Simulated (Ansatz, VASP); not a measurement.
BaO: VASP beside Ansatz

INCAR

```
SYSTEM = BaO
PREC = Accurate
ENCUT = 520
EDIFF = 1E-8
ISMEAR = -1
SIGMA = 0.02
LREAL = .False.
LASPH = .True.
NELM = 120
ALGO = Normal
ISIF = 2
LWAVE = .False.
LCHARG = .False.
GGA = PE
LEFG = .True.
NBANDS = 15
GGA_COMPAT = .False.
```

File KPOINTS:

```
regular mesh
0
Gamma
  8 8 8
  0 0 0
```

The input POSCAR:

```
BaO
1.0
    0.0000000000      2.7591362797      2.7591362797
    2.7591362797      0.0000000000      2.7591362797
    2.7591362797      2.7591362797      0.0000000000
Ba O
1 1
Direct
    0.0000000000      0.0000000000      0.0000000000
    0.5000000000      0.5000000000      0.5000000000
```

Input for Ansatz:

```yaml
crystal:
  lattice:
    - [0.0, 2.7591362797, 2.7591362797]
    - [2.7591362797, 0.0, 2.7591362797]
    - [2.7591362797, 2.7591362797, 0.0]
  atoms:
    - { symbol: Ba, position: [0.0, 0.0, 0.0] }
    - { symbol: O, position: [0.5, 0.5, 0.5] }
kpoints:
  mp_grid: { grid: [8, 8, 8] }
scf:
  occupations: { method: fermi_dirac, width: 0.02 }
hamiltonian:
  xc: pbe
  pseudopotentials: { kind: all_electron, datasets: crystal }
output:
  forces: true
  stress: true
  eigenvalues: true
  efg: { contact_densities: true }
```

Change from the starting cell: volume scaled by 1.01, crystal datasets.

Alike in both runs: task electric field gradients; functional PBE; k mesh 8 × 8 × 8; occupations fermi-dirac, width 0.02 eV; no spin polarisation.

|  | VASP | Ansatz |
| --- | --- | --- |
| version | VASP 6.6.1 | Ansatz 0.2.0 |
| potentials or method | VASP PAW PBE potentials, release 64 (Ba_sv, O), cutoff 520 eV | all-electron PAW with datasets made for the crystal, scalar-relativistic |

Ansatz gave:

```
gap on the k mesh at the Fermi level (eV) : 2.00
pressure (GPa)                            : 2.2
```

Problem. What did VASP give for the same quantities?

Solution. gap on the k mesh at the Fermi level (eV): 1.94; pressure (GPa): 4.0.

Ansatz ran all-electron here, and VASP with PAW potentials.

Spin-orbit coupling is off throughout.
